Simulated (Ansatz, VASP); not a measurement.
# Two plane-wave programs on BaSrTi2O6

The input INCAR:

```
SYSTEM = BaSrTi2O6
PREC = Accurate
ENCUT = 600
EDIFF = 1E-6
ISMEAR = 0
SIGMA = 0.02
LREAL = .FALSE.
LASPH = .TRUE.
NELM = 120
ALGO = Normal
ISIF = 2
LWAVE = .FALSE.
LCHARG = .TRUE.
GGA = PS
LELF = .TRUE.
LVHAR = .TRUE.
NBANDS = 51
GGA_COMPAT = .FALSE.
```

KPOINTS

```
regular mesh
0
G
  8 6 6
  0 0 0
```

The input POSCAR:

```
BaSrTi2O6
1.0
   -3.9189257851      0.0000000000      0.0000000000
    0.0000000000      3.9235323080      3.9741105832
    0.0000000000      3.9235323080     -3.9741105832
Sr Ba Ti O
1 1 2 6
Direct
    0.5000000000      0.0454143405      0.4545856595
    0.5000000000      0.5392076566      0.9607923434
    0.0000000000      0.0448895901      0.9533070471
    0.0000000000      0.5466929529      0.4551104099
    0.0000000000      0.2795564562      0.2204435438
    0.0000000000      0.7831067830      0.7168932170
    0.5000000000      0.0324664086      0.9707195684
    0.5000000000      0.5292804316      0.4675335914
    0.0000000000      0.2742100807      0.7148277001
    0.0000000000      0.7851722999      0.2257899193
```

Input for Ansatz:

```yaml
crystal:
  lattice:
    - [-3.9189257851, 0.0, 0.0]
    - [0.0, 3.923532308, 3.9741105832]
    - [0.0, 3.923532308, -3.9741105832]
  atoms:
    - { symbol: Sr, position: [0.5, 0.0454143405, 0.4545856595] }
    - { symbol: Ba, position: [0.5, 0.5392076566, 0.9607923434] }
    - { symbol: Ti, position: [0.0, 0.0448895901, 0.9533070471] }
    - { symbol: Ti, position: [0.0, 0.5466929529, 0.4551104099] }
    - { symbol: O, position: [0.0, 0.2795564562, 0.2204435438] }
    - { symbol: O, position: [0.0, 0.783106783, 0.716893217] }
    - { symbol: O, position: [0.5, 0.0324664086, 0.9707195684] }
    - { symbol: O, position: [0.5, 0.5292804316, 0.4675335914] }
    - { symbol: O, position: [0.0, 0.2742100807, 0.7148277001] }
    - { symbol: O, position: [0.0, 0.7851722999, 0.2257899193] }
basis:
  ecutwfc: 420
kpoints:
  mp_grid: { grid: [8, 6, 6] }
  band_path:
    path:
      - [[0.0, 0.0, 0.0], [0.0, 0.5, -0.5], [0.0, 0.50632298, -0.49367702]]
      - [[0.0, 0.49367702, 0.49367702], [0.0, 0.0, 0.0], [-0.5, 0.0, 0.0], [-0.5, 0.49367702, 0.49367702]]
      - [[-0.5, 0.50632298, -0.49367702], [-0.5, 0.5, -0.5], [0.0, 0.5, -0.5]]
      - [[0.0, 0.0, 0.0], [0.0, 0.5, 0.0], [-0.5, 0.5, 0.0], [-0.5, 0.0, 0.0], [-0.5, 0.5, -0.5]]
    npoints: 10
hamiltonian:
  xc: pbesol
  pseudopotentials: { kind: paw }
scf:
  occupations: { method: gaussian, width: 0.02 }
  n_extra_bands: 11
output:
  forces: true
  stress: true
  eigenvalues: true
```

Alike in both runs: task single point; functional PBEsol; k mesh 8 × 6 × 6; occupations gaussian, width 0.02 eV; no spin polarisation.

```csv
,VASP,Ansatz
version,VASP 6.6.1,Ansatz 0.2.0
potentials or method,"VASP PAW PBE potentials, release 64 (Sr_sv, Ba_sv, Ti_sv, O), cutoff 600 eV","scalar-relativistic, plane waves, PAW"
valence electrons in the cell,80,80
```

VASP gave:

```
gap on the k mesh at the Fermi level (eV) : 1.81
least direct gap on the mesh (eV)         : 2.02
pressure (GPa)                            : 1.2
rms of the force components (eV/Å)        : 0.024
```

Task: What did Ansatz give for the same quantities?

Result: gap on the k mesh at the Fermi level (eV): 1.86; least direct gap on the mesh (eV): 2.05; pressure (GPa): 0.0; rms of the force components (eV/Å): 0.000.

VASP's potentials were made for PBE, not for PBEsol. Atom by atom the forces differ by 0.024 eV/Å (rms over components). With one functional, cell and mesh, what is left measures potentials, basis and numerics.

Neither program's run includes spin-orbit coupling.
